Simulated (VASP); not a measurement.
# TiCo (Pm-3m) in VASP: single point with PBEsol

Aim: the single point of TiCo with PBEsol.

All numbers are computed with VASP 6.6.1; they aren't measurements. Logs are shortened: lines on timing, memory, paths and dates and some standing lists are left out, and cuts for length are marked.

## (1) The cell of the first run

It takes space group Pm-3m (No. 221, cubic). Conventional cell: a = 3.045 Å, b = 3.045 Å, c = 3.045 Å, α = 90.00°, β = 90.00°, γ = 90.00°. Ti (site symmetry m-3m) has 8 Co at 2.64 Å and 6 Ti at 3.04 Å within 3.5 Å. Co (site symmetry m-3m) has 8 Ti at 2.64 Å and 6 Co at 3.04 Å within 3.5 Å.

## (2) Single point, PBEsol, collinear spin, ferrimagnetic start (14.11 Å³/atom)

File INCAR:

```
SYSTEM = TiCo
PREC = Accurate
ENCUT = 520
EDIFF = 1E-6
ISMEAR = -1
SIGMA = 0.03
LREAL = .False.
LASPH = .True.
NELM = 150
ALGO = Normal
ISIF = 2
LWAVE = .False.
LCHARG = .False.
ISPIN = 2
MAGMOM = -1 2
LORBIT = 11
LMAXMIX = 4
GGA = PS
NBANDS = 22
```

File KPOINTS:

```
regular mesh
0
Gamma
  11 11 11
  0 0 0
```

File POSCAR:

```
TiCo
1.0
    3.0446770546      0.0000000000      0.0000000000
    0.0000000000      3.0446770546      0.0000000000
    0.0000000000      0.0000000000      3.0446770546
Ti Co
1 1
Direct
    0.0000000000      0.0000000000      0.0000000000
    0.5000000000      0.5000000000      0.5000000000
```

Potentials or basis: VASP PAW PBE potentials, release 64 (Ti_sv, Co).

The run is started by

```bash
$ cat potpaw_PBE.64/Ti_sv/POTCAR potpaw_PBE.64/Co/POTCAR > POTCAR
$ mpirun -np 1 vasp_std > vasp.out
```

OUTCAR:

```text
SYSTEM = TiCo
   PREC = Accurate
   ENCUT = 520
   EDIFF = 1E-6
   ISMEAR = -1
   LREAL = .False.
   LASPH = .True.
   NELM = 150
   ISIF = 2
   ISPIN = 2
   LORBIT = 11
   GGA = PS

 ion  position               nearest neighbor table
   1  0.000  0.000  0.000-   2 2.64   2 2.64   2 2.64   2 2.64   2 2.64   2 2.64   2 2.64   2 2.64

   2  0.500  0.500  0.500-   1 2.64   1 2.64   1 2.64   1 2.64   1 2.64   1 2.64   1 2.64   1 2.64

  LATTYP: Found a simple cubic cell.
 ALAT       =     3.0446770546

  Lattice vectors:

 A1 = (   3.0446770546,   0.0000000000,   0.0000000000)
 A2 = (   0.0000000000,   3.0446770546,   0.0000000000)
 A3 = (   0.0000000000,   0.0000000000,   3.0446770546)

Analysis of symmetry for initial positions (statically):
=====================================================================
 Subroutine PRICEL returns:
 Original cell was already a primitive cell.

 Routine SETGRP: Setting up the symmetry group for a
 simple cubic supercell.

 Subroutine GETGRP returns: Found 48 space group operations
 (whereof 48 operations were pure point group operations)
 out of a pool of 48 trial point group operations.

The static configuration has the point symmetry O_h .

Analysis of symmetry for dynamics (positions and initial velocities):
=====================================================================
 Subroutine PRICEL returns:
 Original cell was already a primitive cell.

 Routine SETGRP: Setting up the symmetry group for a
 simple cubic supercell.

 Subroutine GETGRP returns: Found 48 space group operations
 (whereof 48 operations were pure point group operations)
 out of a pool of 48 trial point group operations.

The dynamic configuration has the point symmetry O_h .

Analysis of structural, dynamic, and magnetic symmetry:
=====================================================================
 Subroutine PRICEL returns:
 Original cell was already a primitive cell.

 Routine SETGRP: Setting up the symmetry group for a
 simple cubic supercell.

 Subroutine GETGRP returns: Found 48 space group operations
 (whereof 48 operations were pure point group operations)
 out of a pool of 48 trial point group operations.

The overall configuration has the point symmetry O_h .

 Subroutine INISYM returns: Found 48 space group operations
 (whereof 48 operations are pure point group operations),
 and found     1 'primitive' translations

----------------------------------------------------------------------------------------
[... 115 lines left out ...]
  Fermi-wavevector in a.u.,A,eV,Ry     =   1.483452  2.803317 29.941368  2.200628
  Thomas-Fermi vector in A             =   2.597111
   LORBIT       =     11    0 simple, 1 ext, 2 COOP (PROOUT), +10 PAW based schemes
   GGA     = PS    functional components
   LHFCALC =     F    Hartree Fock is set to
   AEXX    =    0.0000 exact exchange contribution
   IVDW    =     0    specifies the selected vdW correction
   LEPSILON=     F    determine dielectric tensor
   LRPA    =     F    only Hartree local field effects (RPA)
 spin polarized calculation
  energy-cutoff  :      520.00
  volume of cell :       28.22
 maximum number of plane-waves:       780
 NGX is ok and might be reduce to    24
   NGX = 11   NGY = 11   NGZ = 11

 number of electron      21.0000011 magnetization       0.8976637

 Free energy of the ion-electron system (eV)
  ---------------------------------------------------
  ext. energy  EPLUGINS =         0.00000000
  ---------------------------------------------------
  free energy    TOTEN  =       -16.75081544 eV

  energy without entropy =      -16.74584717  energy(sigma->0) =      -16.74833130

 E-fermi :   9.0049     XC(G=0): -12.4226

 val. band max:        8.9811332022   @ k =   0.3636   0.3636   0.0909
 cond. band min:       9.0074150853   @ k =   0.4545   0.3636   0.1818
 fundamental gap:      0.0262818831
 Fermi energy:         9.0049167108

 spin component 1

 k-point     1 :       0.0000    0.0000    0.0000
  band No.  band energies     occupation
      1     -47.9578      1.00000
      2     -24.1630      1.00000
      3     -24.1630      1.00000
      4     -24.1630      1.00000
      5       1.5795      1.00000
      6       5.1274      1.00000
[... 589 lines left out ...]
     21      26.5141      0.00000
     22      26.6947      0.00000

 [... further k-points ...]

 spin component 2

 k-point     1 :       0.0000    0.0000    0.0000
  band No.  band energies     occupation
      1     -48.0033      1.00000
      2     -24.2104      1.00000
      3     -24.2104      1.00000
      4     -24.2104      1.00000
      5       1.5770      1.00000
      6       5.8107      1.00000
[... 589 lines left out ...]
     21      26.4564      0.00000
     22      26.7062      0.00000

 [... further k-points ...]

------------------------ aborting loop because EDIFF is reached ----------------------------------------

  FORCE on cell =-STRESS in cart. coord.  units (eV):
  Direction    XX          YY          ZZ          XY          YZ          ZX
  --------------------------------------------------------------------------------------
  -------------------------------------------------------------------------------------
  Total       -2.6633222     -2.6633222     -2.6633222     -0.0000000      0.0000000     -0.0000000
  in kB     -151.1856565   -151.1856565   -151.1856565     -0.0000000      0.0000000     -0.0000000
  external PRESSURE =    -151.1856565 kB  Pullay stress =       0.0000000 kB

 VOLUME and BASIS-vectors are now :
 -----------------------------------------------------------------------------
  energy-cutoff  :      520.00
  volume of cell :       28.22
      direct lattice vectors                 reciprocal lattice vectors
     3.044677055  0.000000000  0.000000000     0.328442059  0.000000000  0.000000000
     0.000000000  3.044677055  0.000000000     0.000000000  0.328442059  0.000000000
     0.000000000  0.000000000  3.044677055     0.000000000  0.000000000  0.328442059

 POSITION                                       TOTAL-FORCE (eV/Angst)
 -----------------------------------------------------------------------------------
      0.00000      0.00000      0.00000         0.000000      0.000000      0.000000
      1.52234      1.52234      1.52234         0.000000      0.000000      0.000000
 -----------------------------------------------------------------------------------
    total drift:                                0.000000      0.000000     -0.000000

  FREE ENERGIE OF THE ION-ELECTRON SYSTEM (eV)
  ---------------------------------------------------
  free  energy   TOTEN  =       -16.7508154362 eV

  energy  without entropy=      -16.7458471654  energy(sigma->0) =      -16.74833130

 total charge

# of ion       s       p       d       tot
------------------------------------------
    1        2.236   6.162   1.810  10.208
    2        0.505   0.425   7.265   8.195
--------------------------------------------------
tot          2.741   6.587   9.075  18.403

 magnetization (x)

# of ion       s       p       d       tot
------------------------------------------
    1       -0.003  -0.014  -0.051  -0.067
    2        0.029  -0.005   1.001   1.025
--------------------------------------------------
tot          0.027  -0.019   0.950   0.958
```

stdout:

```text
POSCAR found type information on POSCAR TiCo
 POSCAR found :  2 types and       2 ions
 scaLAPACK will be used
 -----------------------------------------------------------------------------
|                                                                             |
|                                                                             |
|     You enforced a specific xc type in the INCAR file but a different       |
|     I HOPE YOU KNOW WHAT YOU ARE DOING!                                     |
|                                                                             |
 -----------------------------------------------------------------------------

 LDA part: xc-table for (Slater+PW92), standard interpolation
 POSCAR, INCAR and KPOINTS ok, starting setup
 FFT: planning ... GRIDC
 FFT: planning ... GRID_SOFT
 FFT: planning ... GRID
 WAVECAR not read
 entering main loop
```

Run time: 1.8 min. Hardware: 1 thread of Intel Xeon 8259CL, shared host; peak memory 0.19 GiB.

What came out:

```yaml
Free_energy: -16.7508 eV
Pressure: -15.1 GPa
Net_moment: 0.90 μB per cell
Site_moments: Ti -0.07; Co +1.02 μB
Valence_electrons_inside_the_program's_atomic_spheres: Ti 10.21; Co 8.20
```

Levels at points of the mesh, in eV from the Fermi level:
Spin up:
| k point | band 9 | band 10 | band 11 | band 12 | band 13 | band 14 |
| --- | --- | --- | --- | --- | --- | --- |
| (0.00, 0.00, 0.00) | -1.78 | -1.78 | 0.46 | 0.46 | 2.53 | 2.53 |
Spin down:
```
           k point  band 7  band 8  band 9  band 10  band 11  band 12  band 13  band 14
(0.00, 0.00, 0.00)   -3.19   -1.13   -1.13    -1.13     0.99     0.99     2.60     2.60
```

Caveat: the cell stands under tension; the PAW data sets were made with another functional, which shifts forces and pressure a little.
